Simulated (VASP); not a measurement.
# TaN (P3m1) in VASP: further runs

TaN is run at these levels: PBEsol; tasks: single point.

Everything below comes from runs of VASP 6.6.1. Logs are shortened: lines on timing, memory, paths and dates and some standing lists are left out, and cuts for length are marked.

## 1. The cell of the first run

Symmetry: P3m1, No. 156, trigonal system. The conventional cell has a = 2.924 Å, b = 2.924 Å, c = 2.871 Å, α = 90.00°, β = 90.00°, γ = 120.00°. Ta (site symmetry 3m) has 6 N at 2.15 to 2.28 Å and 8 Ta at 2.87 to 2.92 Å within 3.0 Å. N (site symmetry 3m) has 6 Ta at 2.15 to 2.28 Å and 8 N at 2.87 to 2.92 Å within 3.0 Å.

## 2. Single point, PBEsol

INCAR

```
SYSTEM = TaN
PREC = Accurate
ENCUT = 520
EDIFF = 1E-6
ISMEAR = 0
SIGMA = 0.15
LREAL = .False.
LASPH = .True.
NELM = 80
ALGO = Normal
ISIF = 2
LWAVE = .False.
LCHARG = .True.
GGA = PS
LELF = .True.
LVHAR = .True.
NBANDS = 15
```

KPOINTS

```
Automatic mesh
0
Gamma
  24 24 20
  0 0 0
```

POSCAR

```
TaN
1.0
    2.9239890447      0.0000000000      0.0000000000
   -1.4619945224      2.5322487931      0.0000000000
    0.0000000000      0.0000000000      2.8707276427
Ta N
1 1
Direct
    0.3333333333      0.6666666667      0.5000000000
    0.0000000000      0.0000000000      0.0348343739
```

Potentials or basis: VASP PAW PBE potentials, release 64 (Ta_pv, N).

The run is started by

```
$ cat potpaw_PBE.64/Ta_pv/POTCAR potpaw_PBE.64/N/POTCAR > POTCAR
$ mpirun -np 1 vasp_std > vasp.out
```

OUTCAR:

```text
SYSTEM = TaN
   PREC = Accurate
   ENCUT = 520
   EDIFF = 1E-6
   ISMEAR = 0
   LREAL = .False.
   LASPH = .True.
   NELM = 80
   ISIF = 2
   GGA = PS

 ion  position               nearest neighbor table
   1  0.333  0.667  0.500-   2 2.15   2 2.15   2 2.15   2 2.28   2 2.28   2 2.28
   2  0.000  0.000  0.035-   1 2.15   1 2.15   1 2.15   1 2.28   1 2.28   1 2.28

  LATTYP: Found a hexagonal cell.
 ALAT       =     2.9239890447
 C/A-ratio  =     0.9817846780

  Lattice vectors:

 A1 = (   2.9239890447,   0.0000000000,   0.0000000000)
 A2 = (  -1.4619945224,   2.5322487931,   0.0000000000)
 A3 = (   0.0000000000,   0.0000000000,   2.8707276427)

Analysis of symmetry for initial positions (statically):
=====================================================================
 Subroutine PRICEL returns:
 Original cell was already a primitive cell.

 Routine SETGRP: Setting up the symmetry group for a
 hexagonal supercell.

 Subroutine GETGRP returns: Found  6 space group operations
 (whereof  6 operations were pure point group operations)
 out of a pool of 24 trial point group operations.

The static configuration has the point symmetry C_3v.

Analysis of symmetry for dynamics (positions and initial velocities):
=====================================================================
 Subroutine PRICEL returns:
 Original cell was already a primitive cell.

 Routine SETGRP: Setting up the symmetry group for a
 hexagonal supercell.

 Subroutine GETGRP returns: Found  6 space group operations
 (whereof  6 operations were pure point group operations)
 out of a pool of 24 trial point group operations.

The dynamic configuration has the point symmetry C_3v.

 Subroutine INISYM returns: Found  6 space group operations
 (whereof  6 operations are pure point group operations),
 and found     1 'primitive' translations

----------------------------------------------------------------------------------------

                                     Primitive cell

  volume of cell :      21.2556

  direct lattice vectors                    reciprocal lattice vectors
     2.923989045  0.000000000  0.000000000     0.341998545  0.197452952  0.000000000
    -1.461994522  2.532248793  0.000000000     0.000000000  0.394905904  0.000000000
     0.000000000  0.000000000  2.870727643     0.000000000  0.000000000  0.348343739

  length of vectors
     2.923989045  2.923989045  2.870727643     0.394905904  0.394905904  0.348343739

  position of ions in fractional coordinates (direct lattice)
     0.333333333  0.666666667  0.500000000
     0.000000000  0.000000000  0.034834374

  ion indices of the primitive-cell ions
   primitive index   ion index
                 1           1
                 2           2

----------------------------------------------------------------------------------------

 KPOINTS: Automatic mesh

Automatic generation of k-mesh.
 Grid dimensions read from file:
 generate k-points for:   24   24   20

 Generating k-lattice:

  Cartesian coordinates                     Fractional coordinates (reciprocal lattice)
     0.014249939  0.008227206  0.000000000     0.041666667  0.000000000  0.000000000
     0.000000000  0.016454413  0.000000000     0.000000000  0.041666667  0.000000000
     0.000000000  0.000000000  0.017417187     0.000000000  0.000000000  0.050000000

  Length of vectors
     0.016454413  0.016454413  0.017417187

  Shift w.r.t. Gamma in fractional coordinates (k-lattice)
     0.000000000  0.000000000  0.000000000

 Subroutine IBZKPT returns following result:
 ===========================================

 Found   1103 irreducible k-points:

 Following reciprocal coordinates:
            Coordinates               Weight
  0.000000  0.000000  0.000000      1.000000
  0.041667  0.000000  0.000000      6.000000
  0.083333  0.000000  0.000000      6.000000
  0.125000 -0.000000  0.000000      6.000000
  0.166667  0.000000  0.000000      6.000000
  0.208333  0.000000  0.000000      6.000000
[... 16 lines left out ...]
  0.416667  0.041667  0.000000     12.000000
  0.458333  0.041667  0.000000     12.000000
 [... further k-points ...]
   k-points           NKPTS =   1103   k-points in BZ     NKDIM =   1103   number of bands    NBANDS=     15
   number of dos      NEDOS =    301   number of ions     NIONS =      2
   total plane-waves  NPLWV =  13824
   dimension x,y,z NGX =    24 NGY =   24 NGZ =   24
   dimension x,y,z NGXF=    48 NGYF=   48 NGZF=   48
   ions per type =               1   1
   NGX,Y,Z   is equivalent  to a cutoff of  13.65, 13.65, 13.90 a.u.
   NGXF,Y,Z  is equivalent  to a cutoff of  27.29, 27.29, 27.80 a.u.
 SYSTEM =  TaN
   PREC   = accura    normal or accurate (medium, high low for compatibility)
   ISTART =      0    job   : 0-new  1-cont  2-samecut
   ICHARG =      2    charge: 1-file 2-atom 10-const
   ISPIN  =      1    spin polarized calculation?
   LNONCOLLINEAR =      F non collinear calculations
   LSORBIT =      F    spin-orbit coupling
   LASPH  =      T    aspherical Exc in radial PAW
   ENCUT  =  520.0 eV  38.22 Ry    6.18 a.u.   5.44  5.44  5.34*2*pi/ulx,y,z
   NELM   =     80;   NELMIN=  2; NELMDL= -5     # of ELM steps
   EDIFF  = 0.1E-05   stopping-criterion for ELM
   LREAL  =      F    real-space projection
   EDIFFG = 0.1E-04   stopping-criterion for IOM
   NSW    =      0    number of steps for IOM
   IBRION =     -1    ionic relax: 0-MD 1-quasi-New 2-CG
   NFREE  =      0    steps in history (QN), initial steepest desc. (CG)
   ISIF   =      2    stress and relaxation
   ISYM   =      2    0-nonsym 1-usesym 2-fastsym
   POTIM  = 0.5000    time-step for ionic-motion
   TEBEG  =    0.0;   TEEND  =   0.0 temperature during run
   PSTRESS=    0.0 pullay stress
   NELECT =      16.0000    total number of electrons
   NUPDOWN=      -1.0000    fix difference up-down
   EMIN   =  10.00;   EMAX   =-10.00  energy-range for DOS
   EFERMI =   0.00;   METHOD = LEGACY
   ISMEAR =     0;   SIGMA  =   0.15  broadening in eV -4-tet -1-fermi 0-gaus
   EFERMI_NEDOS =   21; number of points for ismear=-14 and -15
   IALGO  =     38    algorithm
   IMIX   =      4    mixing-type and parameters
     AMIX     =   0.40;   BMIX     =  1.00
     AMIX_MAG =   1.60;   BMIX_MAG =  1.00
  volume/ion in A,a.u.               =      10.63        71.72
  Fermi-wavevector in a.u.,A,eV,Ry     =   1.489213  2.814204 30.174390  2.217755
  Thomas-Fermi vector in A             =   2.602150
   LORBIT       =      0    0 simple, 1 ext, 2 COOP (PROOUT), +10 PAW based schemes
   GGA     = PS    functional components
   LHFCALC =     F    Hartree Fock is set to
   AEXX    =    0.0000 exact exchange contribution
   IVDW    =     0    specifies the selected vdW correction
   LEPSILON=     F    determine dielectric tensor
   LRPA    =     F    only Hartree local field effects (RPA)
 non-spin polarized calculation
 Gauss-broadening in eV      SIGMA  =   0.15
  energy-cutoff  :      520.00
  volume of cell :       21.26
 maximum number of plane-waves:       599
 NGX is ok and might be reduce to    24
   NGX = 11   NGY = 11   NGZ = 11

 number of electron      16.0000001 magnetization

 Free energy of the ion-electron system (eV)
  ---------------------------------------------------
  ext. energy  EPLUGINS =         0.00000000
  ---------------------------------------------------
  free energy    TOTEN  =       -23.73083962 eV

  energy without entropy =      -23.73012576  energy(sigma->0) =      -23.73048269

 E-fermi :   8.2441     XC(G=0): -13.5748

 val. band max:        8.2415687377   @ k =   0.0417   0.0000   0.3500
 cond. band min:       8.2501506222   @ k =   0.0000   0.0417   0.3000
 fundamental gap:      0.0085818845
 Fermi energy:         8.2441108694

 k-point     1 :       0.0000    0.0000    0.0000
  band No.  band energies     occupation
      1     -26.4885      2.00000
      2     -26.2151      2.00000
      3     -26.2151      2.00000
      4      -9.6021      2.00000
      5       3.5473      2.00000
      6       3.5473      2.00000
      7       3.5924      2.00000
      8       5.7091      2.00000
      9      10.5563      0.00000
     10      11.7113      0.00000
     11      11.7113      0.00000
     12      12.5786      0.00000
     13      12.5786      0.00000
     14      21.1318      0.00000
     15      21.7233      0.00000

 k-point     2 :       0.0417    0.0000    0.0000
  band No.  band energies     occupation
      1     -26.4859      2.00000
      2     -26.2356      2.00000
      3     -26.2195      2.00000
      4      -9.5641      2.00000
      5       3.3771      2.00000
      6       3.5761      2.00000
      7       3.6916      2.00000
      8       5.6654      2.00000
      9      10.6913      0.00000
     10      11.6472      0.00000
     11      11.7074      0.00000
     12      12.5682      0.00000
     13      12.6116      0.00000
     14      21.1460      0.00000
     15      21.7235      0.00000

 k-point     3 :       0.0833    0.0000    0.0000
  band No.  band energies     occupation
      1     -26.4785      2.00000
      2     -26.2953      2.00000
      3     -26.2321      2.00000
      4      -9.4525      2.00000
      5       3.0591      2.00000
      6       3.6600      2.00000
      7       3.8189      2.00000
      8       5.5434      2.00000
      9      11.0592      0.00000
     10      11.4565      0.00000
     11      11.6978      0.00000
     12      12.5399      0.00000
     13      12.7236      0.00000
     14      21.1783      0.00000
     15      21.7232      0.00000

 k-point     4 :       0.1250   -0.0000    0.0000
  band No.  band energies     occupation
      1     -26.4676      2.00000
      2     -26.3881      2.00000
      3     -26.2522      2.00000
      4      -9.2747      2.00000
      5       2.6381      2.00000
      6       3.7918      2.00000
      7       3.9655      2.00000
      8       5.3765      2.00000
      9      11.1073      0.00000
     10      11.6475      0.00000
     11      11.6868      0.00000
     12      12.5025      0.00000
     13      12.9088      0.00000
     14      21.2130      0.00000
     15      21.7220      0.00000
[... 307 lines left out ...]
 k-point    22 :       0.3750    0.0417    0.0000
  band No.  band energies     occupation
      1     -27.2074      2.00000
      2     -26.4496      2.00000
      3     -26.3490      2.00000
      4      -7.4925      2.00000
      5       0.1251      2.00000
      6       3.1705      2.00000
      7       4.5846      2.00000
      8       5.2462      2.00000
      9      11.1614      0.00000
     10      11.3998      0.00000
     11      13.2293      0.00000
     12      13.6172      0.00000
     13      15.6017      0.00000
     14      21.1798      0.00000
     15      21.7381      0.00000

 k-point    23 :       0.4167    0.0417    0.0000
  band No.  band energies     occupation
      1     -27.2727      2.00000
      2     -26.4660      2.00000
      3     -26.3389      2.00000
      4      -7.3260      2.00000
      5      -0.0327      2.00000
      6       3.0452      2.00000
      7       4.5325      2.00000
      8       5.2402      2.00000
      9      11.2184      0.00000
     10      11.8070      0.00000
     11      13.2167      0.00000
     12      13.6804      0.00000
     13      16.0449      0.00000
     14      20.4396      0.00000
     15      21.7088      0.00000

 k-point    24 :       0.4583    0.0417    0.0000
  band No.  band energies     occupation
      1     -27.3063      2.00000
      2     -26.4745      2.00000
      3     -26.3337      2.00000
      4      -7.2384      2.00000
      5      -0.1122      2.00000
      6       2.9801      2.00000
      7       4.4900      2.00000
      8       5.2432      2.00000
      9      11.1993      0.00000
     10      12.1876      0.00000
     11      13.0899      0.00000
     12      13.7430      0.00000
     13      16.3728      0.00000
     14      19.8694      0.00000
     15      21.7022      0.00000

 [... further k-points ...]
[... 5 lines left out ...]
  --------------------------------------------------------------------------------------
  -------------------------------------------------------------------------------------
  Total        0.3672442      0.3672442      0.4867913     -0.0000000      0.0000000     -0.0000000
  in kB       27.6816148     27.6816148     36.6926684     -0.0000000      0.0000000     -0.0000000
  external PRESSURE =      30.6852993 kB  Pullay stress =       0.0000000 kB

 VOLUME and BASIS-vectors are now :
 -----------------------------------------------------------------------------
  energy-cutoff  :      520.00
  volume of cell :       21.26
      direct lattice vectors                 reciprocal lattice vectors
     2.923989045  0.000000000  0.000000000     0.341998545  0.197452952  0.000000000
    -1.461994522  2.532248793  0.000000000     0.000000000  0.394905904  0.000000000
     0.000000000  0.000000000  2.870727643     0.000000000  0.000000000  0.348343739

 POSITION                                       TOTAL-FORCE (eV/Angst)
 -----------------------------------------------------------------------------------
     -0.00000      1.68817      1.43536         0.000000     -0.000000      1.516756
      0.00000      0.00000      0.10000        -0.000000      0.000000     -1.516756
 -----------------------------------------------------------------------------------
    total drift:                                0.000000     -0.000000     -0.000161

  FREE ENERGIE OF THE ION-ELECTRON SYSTEM (eV)
  ---------------------------------------------------
  free  energy   TOTEN  =       -23.7308396204 eV

  energy  without entropy=      -23.7301257556  energy(sigma->0) =      -23.73048269
```

Run time: 2.7 min. Hardware: 1 thread of Intel Xeon Platinum 8488C (Sapphire Rapids), shared host; peak memory 0.45 GiB.

What came out:

```yaml
Free_energy: -23.7308 eV
Pressure: 3.1 GPa
Largest_force: 1.517 eV/Å
Band_gap_on_the_k_mesh: zero (bands 8 and 9 overlap by 0.51 eV)
```

Forces on the atoms (eV/Å):
```
Ta   0.000  0.000  1.517
N    0.000  0.000 -1.517
```

Stress tensor (GPa, compression positive):
```
2.77 0.00 0.00
0.00 2.77 0.00
0.00 0.00 3.67
```

Levels at points of the mesh, in eV from the Fermi level:
```tsv
k point	band 4	band 5	band 6	band 7	band 8	band 9	band 10	band 11	band 12	band 13
(0.00, 0.00, 0.00)	-17.85	-4.70	-4.70	-4.65	-2.54	2.31	3.47	3.47	4.33	4.33
(0.50, 0.00, 0.00)	-15.49	-8.39	-5.28	-3.50	-3.27	3.12	4.06	4.94	5.41	7.91
(0.00, 0.00, 0.50)	-15.11	-9.47	-3.90	-3.90	-0.07	-0.07	2.54	3.41	3.41	8.26
(0.50, 0.00, 0.50)	-15.82	-7.50	-6.20	-5.79	-0.31	4.21	5.42	6.20	7.25	10.30
```

Caveat: the cell differs from its parent crystal (all N atoms moved -0.100 Å, as atom 2 towards its neighbour atom 2 (N) at 2.871 Å); the cell stands under pressure; the PAW data sets were made with another functional, which shifts forces and pressure a little; spin-orbit coupling is left out, which moves the levels of the heavy elements.

(Continued in part 2 of 2.)
